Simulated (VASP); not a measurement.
# SiNi3 (Pm-3m) in VASP: further runs

The runs below take SiNi3 through single point, with PBEsol, r2SCAN.

All numbers are computed with VASP 6.6.1; they aren't measurements. Logs are shortened: lines on timing, memory, paths and dates and some standing lists are left out, and cuts for length are marked.

## Step 1: The cell of the first run

Symmetry: Pm-3m, No. 221, cubic system. Conventional cell: a = 3.420 Å, b = 3.420 Å, c = 3.420 Å, α = 90.00°, β = 90.00°, γ = 90.00°. Within 3.2 Å of Si (site symmetry m-3m) lie 12 Ni at 2.42 Å. Ni (site symmetry 4/mmm) has 4 Si at 2.42 Å and 8 Ni at 2.42 Å within 3.2 Å.

## Step 2: Single point, PBEsol, collinear spin, zero start

INCAR reads:

```
SYSTEM = SiNi3
  PREC = Accurate
  ENCUT = 520
  EDIFF = 1E-7
  ISMEAR = 0
  SIGMA = 0.05
  LREAL = .False.
  LASPH = .True.
  NELM = 150
  ALGO = Fast
  ISIF = 2
  LWAVE = .False.
  LCHARG = .False.
  ISPIN = 2
  MAGMOM = 0 0 0 0
  LORBIT = 11
  LMAXMIX = 4
  GGA = PS
  NBANDS = 29
```

KPOINTS reads:

```
regular mesh
0
Gamma
  10 10 10
  0 0 0
```

POSCAR reads:

```
SiNi3
1.0
    3.4197634003      0.0000000000      0.0000000000
    0.0000000000      3.4197634003      0.0000000000
    0.0000000000      0.0000000000      3.4197634003
Si Ni
1 3
Direct
    0.0000000000      0.0000000000      0.0000000000
    0.0000000000      0.5000000000      0.5000000000
    0.5000000000      0.0000000000      0.5000000000
    0.5000000000      0.5000000000      0.0000000000
```

Potentials or basis: VASP PAW PBE potentials, release 64 (Si, Ni).

Started as:

```console
cat potpaw_PBE.64/Si/POTCAR potpaw_PBE.64/Ni/POTCAR > POTCAR
mpirun -np 1 vasp_std > vasp.out
```

OUTCAR:

```text
SYSTEM = SiNi3
   PREC = Accurate
   ENCUT = 520
   EDIFF = 1E-7
   ISMEAR = 0
   LREAL = .False.
   LASPH = .True.
   NELM = 150
   ISIF = 2
   ISPIN = 2
   LORBIT = 11
   GGA = PS

 ion  position               nearest neighbor table
   1  0.000  0.000  0.000-   2 2.42   3 2.42   4 2.42   2 2.42   3 2.42   2 2.42   4 2.42   2 2.42
                             3 2.42   4 2.42   3 2.42   4 2.42
   2  0.000  0.500  0.500-   1 2.42   3 2.42   4 2.42   1 2.42   4 2.42   1 2.42   3 2.42   1 2.42
                             3 2.42   4 2.42   4 2.42   3 2.42
   3  0.500  0.000  0.500-   1 2.42   2 2.42   4 2.42   1 2.42   4 2.42   2 2.42   4 2.42   4 2.42
                             1 2.42   2 2.42   1 2.42   2 2.42
   4  0.500  0.500  0.000-   1 2.42   2 2.42   3 2.42   2 2.42   3 2.42   1 2.42   3 2.42   3 2.42
                             1 2.42   2 2.42   2 2.42   1 2.42

  LATTYP: Found a simple cubic cell.
 ALAT       =     3.4197634003

  Lattice vectors:

 A1 = (   3.4197634003,   0.0000000000,   0.0000000000)
 A2 = (   0.0000000000,   3.4197634003,   0.0000000000)
 A3 = (   0.0000000000,   0.0000000000,   3.4197634003)

Analysis of symmetry for initial positions (statically):
=====================================================================
 Subroutine PRICEL returns:
 Original cell was already a primitive cell.

 Routine SETGRP: Setting up the symmetry group for a
 simple cubic supercell.

 Subroutine GETGRP returns: Found 48 space group operations
[... 9 lines left out ...]

 Routine SETGRP: Setting up the symmetry group for a
 simple cubic supercell.

 Subroutine GETGRP returns: Found 48 space group operations
 (whereof 48 operations were pure point group operations)
 out of a pool of 48 trial point group operations.

The dynamic configuration has the point symmetry O_h .

Analysis of structural, dynamic, and magnetic symmetry:
=====================================================================
 Subroutine PRICEL returns:
 Original cell was already a primitive cell.

 Routine SETGRP: Setting up the symmetry group for a
 simple cubic supercell.

 Subroutine GETGRP returns: Found 48 space group operations
 (whereof 48 operations were pure point group operations)
 out of a pool of 48 trial point group operations.

The overall configuration has the point symmetry O_h .

 Subroutine INISYM returns: Found 48 space group operations
[... 5 lines left out ...]
                                     Primitive cell

  volume of cell :      39.9934

  direct lattice vectors                    reciprocal lattice vectors
     3.419763400  0.000000000  0.000000000     0.292417891  0.000000000  0.000000000
     0.000000000  3.419763400  0.000000000     0.000000000  0.292417891  0.000000000
     0.000000000  0.000000000  3.419763400     0.000000000  0.000000000  0.292417891

  length of vectors
     3.419763400  3.419763400  3.419763400     0.292417891  0.292417891  0.292417891

  position of ions in fractional coordinates (direct lattice)
     0.000000000  0.000000000  0.000000000
     0.000000000  0.500000000  0.500000000
     0.500000000  0.000000000  0.500000000
     0.500000000  0.500000000  0.000000000

  ion indices of the primitive-cell ions
   primitive index   ion index
                 1           1
                 2           2
                 3           3
                 4           4

----------------------------------------------------------------------------------------

 KPOINTS: regular mesh

Automatic generation of k-mesh.
 Grid dimensions read from file:
 generate k-points for:   10   10   10

 Generating k-lattice:

  Cartesian coordinates                     Fractional coordinates (reciprocal lattice)
     0.029241789  0.000000000  0.000000000     0.100000000  0.000000000  0.000000000
     0.000000000  0.029241789  0.000000000     0.000000000  0.100000000  0.000000000
     0.000000000  0.000000000  0.029241789     0.000000000  0.000000000  0.100000000

  Length of vectors
     0.029241789  0.029241789  0.029241789

  Shift w.r.t. Gamma in fractional coordinates (k-lattice)
     0.000000000  0.000000000  0.000000000

 Subroutine IBZKPT returns following result:
 ===========================================

 Found     56 irreducible k-points:

 Following reciprocal coordinates:
            Coordinates               Weight
  0.000000  0.000000  0.000000      1.000000
  0.100000  0.000000  0.000000      6.000000
  0.200000  0.000000  0.000000      6.000000
  0.300000  0.000000  0.000000      6.000000
  0.400000  0.000000  0.000000      6.000000
  0.500000  0.000000  0.000000      3.000000
[... 16 lines left out ...]
  0.200000  0.100000  0.100000     24.000000
  0.300000  0.100000  0.100000     24.000000
 [... further k-points ...]
   k-points           NKPTS =     56   k-points in BZ     NKDIM =     56   number of bands    NBANDS=     29
   number of dos      NEDOS =    301   number of ions     NIONS =      4
   total plane-waves  NPLWV =  21952
   dimension x,y,z NGX =    28 NGY =   28 NGZ =   28
   dimension x,y,z NGXF=    56 NGYF=   56 NGZF=   56
   ions per type =               1   3
   NGX,Y,Z   is equivalent  to a cutoff of  13.61, 13.61, 13.61 a.u.
   NGXF,Y,Z  is equivalent  to a cutoff of  27.22, 27.22, 27.22 a.u.
 SYSTEM =  SiNi3
   PREC   = accura    normal or accurate (medium, high low for compatibility)
   ISTART =      0    job   : 0-new  1-cont  2-samecut
   ICHARG =      2    charge: 1-file 2-atom 10-const
   ISPIN  =      2    spin polarized calculation?
   LNONCOLLINEAR =      F non collinear calculations
   LSORBIT =      F    spin-orbit coupling
   LASPH  =      T    aspherical Exc in radial PAW
   ENCUT  =  520.0 eV  38.22 Ry    6.18 a.u.   6.36  6.36  6.36*2*pi/ulx,y,z
   NELM   =    150;   NELMIN=  2; NELMDL= -5     # of ELM steps
   EDIFF  = 0.1E-06   stopping-criterion for ELM
   LREAL  =      F    real-space projection
   EDIFFG = 0.1E-05   stopping-criterion for IOM
   NSW    =      0    number of steps for IOM
   IBRION =     -1    ionic relax: 0-MD 1-quasi-New 2-CG
   NFREE  =      0    steps in history (QN), initial steepest desc. (CG)
   ISIF   =      2    stress and relaxation
   ISYM   =      2    0-nonsym 1-usesym 2-fastsym
   POTIM  = 0.5000    time-step for ionic-motion
   TEBEG  =    0.0;   TEEND  =   0.0 temperature during run
   PSTRESS=    0.0 pullay stress
   NELECT =      34.0000    total number of electrons
   NUPDOWN=      -1.0000    fix difference up-down
   EMIN   =  10.00;   EMAX   =-10.00  energy-range for DOS
   EFERMI =   0.00;   METHOD = LEGACY
   ISMEAR =     0;   SIGMA  =   0.05  broadening in eV -4-tet -1-fermi 0-gaus
   EFERMI_NEDOS =   21; number of points for ismear=-14 and -15
   IALGO  =     68    algorithm
   IMIX   =      4    mixing-type and parameters
     AMIX     =   0.40;   BMIX     =  1.00
     AMIX_MAG =   1.60;   BMIX_MAG =  1.00
  volume/ion in A,a.u.               =      10.00        67.47
  Fermi-wavevector in a.u.,A,eV,Ry     =   1.550857  2.930695 32.724152  2.405157
  Thomas-Fermi vector in A             =   2.655460
   LORBIT       =     11    0 simple, 1 ext, 2 COOP (PROOUT), +10 PAW based schemes
   GGA     = PS    functional components
   LHFCALC =     F    Hartree Fock is set to
   AEXX    =    0.0000 exact exchange contribution
   IVDW    =     0    specifies the selected vdW correction
   LEPSILON=     F    determine dielectric tensor
   LRPA    =     F    only Hartree local field effects (RPA)
 spin polarized calculation
 RMM-DIIS sequential band-by-band and
 Gauss-broadening in eV      SIGMA  =   0.05
  energy-cutoff  :      520.00
  volume of cell :       39.99
 maximum number of plane-waves:      1108
 NGX is ok and might be reduce to    28
   NGX = 13   NGY = 13   NGZ = 13

 number of electron      33.9999994 magnetization      -0.0000007

 number of electron      33.9999994 magnetization       0.0000155

 Free energy of the ion-electron system (eV)
  ---------------------------------------------------
  ext. energy  EPLUGINS =         0.00000000
  ---------------------------------------------------
  free energy    TOTEN  =       -26.25194487 eV

  energy without entropy =      -26.24931279  energy(sigma->0) =      -26.25062883

 E-fermi :  11.6325     XC(G=0): -13.6586

 val. band max:       11.6177736062   @ k =   0.1000   0.1000   0.1000
 cond. band min:      11.6383466660   @ k =   0.1000   0.1000   0.0000
 fundamental gap:      0.0205730598
 Fermi energy:        11.6325159770

 spin component 1

 k-point     1 :       0.0000    0.0000    0.0000
  band No.  band energies     occupation
      1      -0.8712      1.00000
      2       6.2816      1.00000
      3       7.1276      1.00000
      4       7.1276      1.00000
      5       7.6993      1.00000
      6       7.6993      1.00000
[... 21 lines left out ...]
     28      26.3483      0.00000
     29      26.3483      0.00000
[... 705 lines left out ...]
 k-point    24 :       0.3000    0.1000    0.1000
  band No.  band energies     occupation
      1       0.4342      1.00000
      2       5.2484      1.00000
      3       6.9566      1.00000
      4       7.4228      1.00000
      5       7.4231      1.00000
      6       7.9796      1.00000
[... 21 lines left out ...]
     28      26.4580      0.00000
     29      27.0674      0.00000

 [... further k-points ...]

 spin component 2

 k-point     1 :       0.0000    0.0000    0.0000
  band No.  band energies     occupation
      1      -0.8712      1.00000
      2       6.2816      1.00000
      3       7.1276      1.00000
      4       7.1276      1.00000
      5       7.6993      1.00000
      6       7.6993      1.00000
[... 21 lines left out ...]
     28      26.3482      0.00000
     29      26.3483      0.00000
[... 705 lines left out ...]
 k-point    24 :       0.3000    0.1000    0.1000
  band No.  band energies     occupation
      1       0.4342      1.00000
      2       5.2484      1.00000
      3       6.9566      1.00000
      4       7.4228      1.00000
      5       7.4231      1.00000
      6       7.9796      1.00000
[... 21 lines left out ...]
     28      26.4580      0.00000
     29      27.0674      0.00000

 [... further k-points ...]
[... 5 lines left out ...]
  --------------------------------------------------------------------------------------
  -------------------------------------------------------------------------------------
  Total        2.4021478      2.4021478      2.4021478     -0.0000000     -0.0000000      0.0000000
  in kB       96.2325809     96.2325809     96.2325809     -0.0000000     -0.0000000      0.0000000
  external PRESSURE =      96.2325809 kB  Pullay stress =       0.0000000 kB

 VOLUME and BASIS-vectors are now :
 -----------------------------------------------------------------------------
  energy-cutoff  :      520.00
  volume of cell :       39.99
      direct lattice vectors                 reciprocal lattice vectors
     3.419763400  0.000000000  0.000000000     0.292417891  0.000000000  0.000000000
     0.000000000  3.419763400  0.000000000     0.000000000  0.292417891  0.000000000
     0.000000000  0.000000000  3.419763400     0.000000000  0.000000000  0.292417891

 POSITION                                       TOTAL-FORCE (eV/Angst)
 -----------------------------------------------------------------------------------
      0.00000      0.00000      0.00000         0.000000      0.000000      0.000000
      0.00000      1.70988      1.70988         0.000000      0.000000      0.000000
      1.70988      0.00000      1.70988         0.000000      0.000000      0.000000
      1.70988      1.70988      0.00000         0.000000      0.000000      0.000000
 -----------------------------------------------------------------------------------
    total drift:                                0.000000      0.000000      0.000000

  FREE ENERGIE OF THE ION-ELECTRON SYSTEM (eV)
  ---------------------------------------------------
  free  energy   TOTEN  =       -26.2519448651 eV

  energy  without entropy=      -26.2493127878  energy(sigma->0) =      -26.25062883

 total charge

# of ion       s       p       d       tot
------------------------------------------
    1        0.730   0.863   0.000   1.593
    2        0.525   0.658   8.459   9.642
    3        0.525   0.658   8.459   9.642
    4        0.525   0.658   8.459   9.642
--------------------------------------------------
tot          2.304   2.838  25.376  30.518

 magnetization (x)

# of ion       s       p       d       tot
------------------------------------------
    1       -0.000  -0.000   0.000  -0.000
    2       -0.000  -0.000   0.000   0.000
    3       -0.000  -0.000   0.000   0.000
    4       -0.000  -0.000   0.000   0.000
--------------------------------------------------
tot         -0.000  -0.000   0.000   0.000
```

It took 69 s on 1 thread of Intel Xeon 6975P-C (Granite Rapids), shared host; peak memory 0.23 GiB.

Results:

```
Free energy                                           : -26.2519 eV
Pressure                                              : 9.6 GPa
Band gap on the k mesh                                : zero (filled and empty bands overlap)
Net moment                                            : 0.00 μB per cell
Valence electrons inside the program's atomic spheres : Si 1.59; Ni 9.64
```

Levels at points of the mesh, in eV from the Fermi level:
Spin up:
```csv
k point,band 13,band 14,band 15,band 16,band 17,band 18,band 19,band 20,band 21,band 22
"(0.00, 0.00, 0.00)",-0.94,-0.64,-0.64,-0.28,0.07,0.07,0.07,5.60,6.72,6.72
"(0.50, 0.00, 0.00)",-1.43,-1.40,-1.24,-0.57,0.07,3.96,3.96,5.46,5.46,5.80
"(0.50, 0.50, 0.00)",-1.56,-1.56,-1.20,-1.10,-1.03,0.77,0.77,6.13,6.75,7.98
"(0.50, 0.50, 0.50)",-1.57,-1.35,-1.35,-0.56,-0.19,-0.19,-0.19,1.61,4.38,4.38
```
Spin down:
| k point | band 14 | band 15 | band 16 | band 17 | band 18 | band 19 | band 20 | band 21 |
| --- | --- | --- | --- | --- | --- | --- | --- | --- |
| (0.00, 0.00, 0.00) | -0.64 | -0.64 | -0.28 | 0.07 | 0.07 | 0.07 | 5.60 | 6.72 |
| (0.50, 0.00, 0.00) | -1.40 | -1.24 | -0.57 | 0.07 | 3.96 | 3.96 | 5.46 | 5.46 |
| (0.50, 0.50, 0.00) | -1.56 | -1.20 | -1.10 | -1.03 | 0.77 | 0.77 | 6.13 | 6.75 |
| (0.50, 0.50, 0.50) | -1.35 | -1.35 | -0.56 | -0.19 | -0.19 | -0.19 | 1.61 | 4.38 |

Caveat: the PAW data sets were made with another functional, which shifts forces and pressure a little.

## Step 3: Single point, PBEsol, collinear spin, ferromagnetic start

This run uses another cell than the first one, of 11.11 Å³/atom, 1.111 times its volume.

INCAR reads:

```
ALGO     = Normal         # electronic algorithm
EDIFF    = 1E-6           # SCF threshold, eV
ENCUT    = 520            # plane-wave cutoff, eV
GGA      = PS             # functional
ISIF     = 2              # what is computed and relaxed
ISMEAR   = 0              # smearing method
ISPIN    = 2              # spin polarisation
LASPH    = T              # aspherical terms in the spheres
LCHARG   = F              # write CHGCAR
LMAXMIX  = 4              # l up to which the mixer works
LORBIT   = 11             # projections on sites
LREAL    = F              # projectors in reciprocal space
LWAVE    = F              # write WAVECAR
MAGMOM   = 0 2 2 2        # initial moments
NBANDS   = 29             # bands
NELM     = 150            # most SCF steps
PREC     = Accurate       # precision mode
SIGMA    = 0.05           # smearing width, eV
```

KPOINTS reads:

```
k-points
0
Gamma
  10 10 10
```

POSCAR reads:

```
SiNi3
1.0
    3.5420000000      0.0000000000      0.0000000000
    0.0000000000      3.5420000000      0.0000000000
    0.0000000000      0.0000000000      3.5420000000
Si Ni
1 3
Direct
    0.0000000000      0.0000000000      0.0000000000
    0.0000000000      0.5000000000      0.5000000000
    0.5000000000      0.0000000000      0.5000000000
    0.5000000000      0.5000000000      0.0000000000
```

Potentials or basis: VASP PAW PBE potentials, release 64 (Si, Ni).

Started as:

```console
cat potpaw_PBE.64/Si/POTCAR potpaw_PBE.64/Ni/POTCAR > POTCAR
mpirun -np 1 vasp_std > vasp.out
```

Wall time 58 s (1 thread of Intel Xeon 6975P-C (Granite Rapids), shared host); peak memory 0.23 GiB.

Results (log left out):

```
Free energy                                           : -26.1564 eV
Pressure                                              : -13.9 GPa
Band gap on the k mesh                                : zero (filled and empty bands overlap)
Net moment                                            : 0.00 μB per cell
Valence electrons inside the program's atomic spheres : Si 1.53; Ni 9.41
```

Levels at points of the mesh, in eV from the Fermi level:
Spin up:
```tsv
k point	band 14	band 15	band 16	band 17	band 18	band 19	band 20	band 21
(0.00, 0.00, 0.00)	-0.55	-0.55	-0.25	0.06	0.06	0.06	4.59	6.21
(0.50, 0.00, 0.00)	-1.19	-1.06	-0.49	0.06	3.54	3.54	4.99	5.20
(0.50, 0.50, 0.00)	-1.33	-1.03	-0.94	-0.88	0.66	0.66	5.47	6.21
(0.50, 0.50, 0.50)	-1.16	-1.16	-0.34	-0.17	-0.17	-0.17	1.13	3.90
```
Spin down:
```csv
k point,band 14,band 15,band 16,band 17,band 18,band 19,band 20,band 21
"(0.00, 0.00, 0.00)",-0.55,-0.55,-0.25,0.05,0.05,0.05,4.59,6.21
"(0.50, 0.00, 0.00)",-1.19,-1.06,-0.49,0.06,3.54,3.54,4.99,5.20
"(0.50, 0.50, 0.00)",-1.33,-1.03,-0.94,-0.88,0.66,0.66,5.47,6.21
"(0.50, 0.50, 0.50)",-1.16,-1.16,-0.34,-0.17,-0.17,-0.17,1.13,3.90
```

Caveat: the starting moments collapsed, and a magnetic state may lie lower; the PAW data sets were made with another functional, which shifts forces and pressure a little.

## Step 4: Single point, r2SCAN, collinear spin, ferrimagnetic start

This run uses another cell than the first one, of 11.11 Å³/atom, 1.111 times its volume.

POSCAR is that of step 3.

INCAR.step1 reads:

```
SYSTEM = SiNi3
PREC = Accurate ; ENCUT = 520
ISMEAR = 0 ; SIGMA = 0.05
LREAL = .False. ; LASPH = .True.
NELM = 150 ; ISPIN = 2
MAGMOM = -0.01 0.06 0.06 0.06 ; LMAXMIX = 4
NBANDS = 29 ; GGA = PE
ALGO = Normal ; EDIFF = 1E-4
LWAVE = .True. ; LCHARG = .False.
```

INCAR.step2 reads:

```
SYSTEM = SiNi3
PREC = Accurate ; ENCUT = 520
EDIFF = 1E-7 ; ISMEAR = 0
SIGMA = 0.05 ; LREAL = .False.
LASPH = .True. ; NELM = 150
ALGO = Normal ; ISIF = 2
LWAVE = .False. ; LCHARG = .False.
ISPIN = 2 ; MAGMOM = -0.01 0.06 0.06 0.06
LORBIT = 11 ; LMAXMIX = 4
METAGGA = R2SCAN ; LMIXTAU = .True.
NBANDS = 29 ; ISTART = 1
```

KPOINTS reads:

```
Automatic mesh
0
Gamma
  10 10 10
  0 0 0
```

Started as:

```console
cat potpaw_PBE.64/Si/POTCAR potpaw_PBE.64/Ni/POTCAR > POTCAR
cp INCAR.step1 INCAR
mpirun -np 1 vasp_std > vasp.out
cp INCAR.step2 INCAR
mpirun -np 1 vasp_std > vasp.out
```

Run time: 4.7 min. Hardware: 1 thread of Intel Xeon 6975P-C (Granite Rapids), shared host; peak memory 0.25 GiB.

The run converged. Its results:

* Free energy: -46.2534 eV
* Pressure: -13.2 GPa
* Band gap on the k mesh: zero (filled and empty bands overlap)
* Net moment: 0.00 μB per cell
* Valence electrons inside the program's atomic spheres: Si 1.53; Ni 9.45

Levels at points of the mesh, in eV from the Fermi level:
Spin up:
| k point | band 15 | band 16 | band 17 | band 18 | band 19 | band 20 |
| --- | --- | --- | --- | --- | --- | --- |
| (0.00, 0.00, 0.00) | -0.67 | -0.32 | 0.06 | 0.06 | 0.06 | 4.99 |
| (0.50, 0.00, 0.00) | -1.14 | -0.61 | 0.06 | 3.66 | 3.66 | 5.44 |
| (0.50, 0.50, 0.00) | -1.09 | -0.98 | -0.89 | 0.64 | 0.64 | 5.68 |
| (0.50, 0.50, 0.50) | -1.21 | -0.36 | -0.19 | -0.19 | -0.19 | 1.25 |
Spin down:
```
           k point  band 13  band 14  band 15  band 16  band 17  band 18  band 19  band 20  band 21  band 22
(0.00, 0.00, 0.00)    -0.91    -0.67    -0.67    -0.32     0.06     0.06     0.06     4.99     6.44     6.44
(0.50, 0.00, 0.00)    -1.26    -1.26    -1.14    -0.61     0.06     3.66     3.66     5.44     5.44     5.55
(0.50, 0.50, 0.00)    -1.45    -1.43    -1.09    -0.98    -0.89     0.64     0.64     5.68     6.68     7.90
(0.50, 0.50, 0.50)    -1.47    -1.21    -1.21    -0.36    -0.19    -0.19    -0.19     1.25     4.11     4.11
```

Caveat: the PAW data sets were made with another functional, which shifts forces and pressure a little.
